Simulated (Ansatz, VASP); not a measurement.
# One calculation of LaHg2, two programs

The input INCAR:

```
ALGO = Normal
EDIFF = 1E-8
ENCUT = 520
ISIF = 2
ISMEAR = -1
LASPH = True
LCHARG = False
LEFG = True
LREAL = False
LWAVE = False
NBANDS = 24
NELM = 60
PREC = Accurate
SIGMA = 0.08
```

KPOINTS

```
k-points
0
Gamma
  8 8 9
```

File POSCAR:

```
LaHg2
1.0
    4.8909900976      0.0000000000      0.0000000000
   -2.4454950489      4.2357216743      0.0000000000
    0.0000000000      0.0000000000      3.5908047802
La Hg
1 2
Direct
    0.0000000000      0.0000000000      0.0000000000
    0.3333333333      0.6666666667      0.5000000000
    0.6666666667      0.3333333333      0.5000000000
```

Input for Ansatz:

```yaml
crystal:
  lattice:
    - [4.8909900976, 0.0, 0.0]
    - [-2.4454950489, 4.2357216743, 0.0]
    - [0.0, 0.0, 3.5908047802]
  atoms:
    - { symbol: La, position: [0.0, 0.0, 0.0] }
    - { symbol: Hg, position: [0.3333333333, 0.6666666667, 0.5] }
    - { symbol: Hg, position: [0.6666666667, 0.3333333333, 0.5] }
kpoints:
  mp_grid: { grid: [8, 8, 9] }
scf:
  occupations: { method: fermi_dirac, width: 0.08 }
hamiltonian:
  xc: lda
  pseudopotentials: { kind: all_electron, datasets: crystal }
output:
  forces: true
  stress: true
  eigenvalues: true
  efg: { contact_densities: true }
```

Change from the starting cell: volume scaled by 0.96, crystal datasets.

Alike in both runs: task electric field gradients; functional LDA; k mesh 8 × 8 × 9; occupations fermi-dirac, width 0.08 eV; no spin polarisation.

|  | VASP | Ansatz |
| --- | --- | --- |
| version | VASP 6.6.1 | Ansatz 0.2.0 |
| potentials or method | VASP PAW LDA potentials, release 64 (La, Hg), cutoff 520 eV | all-electron PAW with datasets made for the crystal, scalar-relativistic |

```tsv
	VASP	Ansatz	Ansatz less VASP
pressure (GPa)	0.3	-0.2	-0.52
traceless stress, the component that is largest in VASP (GPa)	-1.89	-1.56	+0.333
size of Vzz on the site where it differs most (V/Å²)	333.8	291.5	-42.29
```

LDA's correlation is that of Perdew and Zunger in VASP and of Perdew and Wang (1992) in Ansatz. Ansatz ran all-electron here, and VASP with PAW potentials.

Spin-orbit coupling is off throughout.
